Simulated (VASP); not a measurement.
Here is a VASP 6.6.1 calculation.

POSCAR

```
CaS
1.0
    0.0000000000      2.8479451006      2.8479451006
    2.8479451006      0.0000000000      2.8479451006
    2.8479451006      2.8479451006      0.0000000000
Ca S
1 1
Direct
    0.0000000000      0.0000000000      0.0000000000
    0.5000000000      0.5000000000      0.5000000000
```

INCAR.step1

```
SYSTEM = CaS
PREC     = Accurate       ! precision mode
ENCUT    = 550            ! plane-wave cutoff, eV
ISMEAR   = 0              ! smearing method
SIGMA    = 0.01           ! smearing width, eV
LREAL    = .FALSE.        ! projectors in reciprocal space
LASPH    = .TRUE.         ! aspherical terms in the spheres
NELM     = 120            ! most SCF steps
NBANDS   = 15             ! bands
GGA      = PE             ! functional
ALGO     = Normal         ! electronic algorithm
EDIFF    = 1E-5           ! SCF threshold, eV
LWAVE    = .TRUE.         ! write WAVECAR
LCHARG   = .FALSE.        ! write CHGCAR
GGA_COMPAT= .FALSE.
```

INCAR.step2

```
SYSTEM = CaS
PREC     = Accurate       ! precision mode
ENCUT    = 550            ! plane-wave cutoff, eV
EDIFF    = 1E-6           ! SCF threshold, eV
ISMEAR   = 0              ! smearing method
SIGMA    = 0.01           ! smearing width, eV
LREAL    = .FALSE.        ! projectors in reciprocal space
LASPH    = .TRUE.         ! aspherical terms in the spheres
NELM     = 120            ! most SCF steps
ALGO     = Normal         ! electronic algorithm
ISIF     = 2              ! what is computed and relaxed
LWAVE    = .FALSE.        ! write WAVECAR
LCHARG   = .TRUE.         ! write CHGCAR
METAGGA  = R2SCAN         ! meta-GGA
LMIXTAU  = .TRUE.       
LELF     = .TRUE.         ! ELF
LVHAR    = .TRUE.       
NBANDS   = 15             ! bands
ISTART   = 1            
GGA_COMPAT= .FALSE.
```

File KPOINTS:

```
Automatic mesh
0
G
  4 4 4
  0 0 0
```

Potentials or basis: VASP PAW PBE potentials, release 64 (Ca_sv, S).

Run with:

```sh
$ cat potpaw_PBE.64/Ca_sv/POTCAR potpaw_PBE.64/S/POTCAR > POTCAR
$ cp INCAR.step1 INCAR
$ mpirun -np 1 vasp_std > vasp.out
$ cp INCAR.step2 INCAR
$ mpirun -np 1 vasp_std > vasp.out
```

Problem. Predict the pressure.

Solution. 0.4 GPa.

Problem. Predict the band gap on the k mesh.

Solution. 2.80 eV, indirect (least direct gap 3.62 eV).

Caveat: the k points lie up to 0.48 Å⁻¹ apart; the PAW data sets were made with another functional, which shifts forces and pressure a little. A k mesh can miss the band edges.
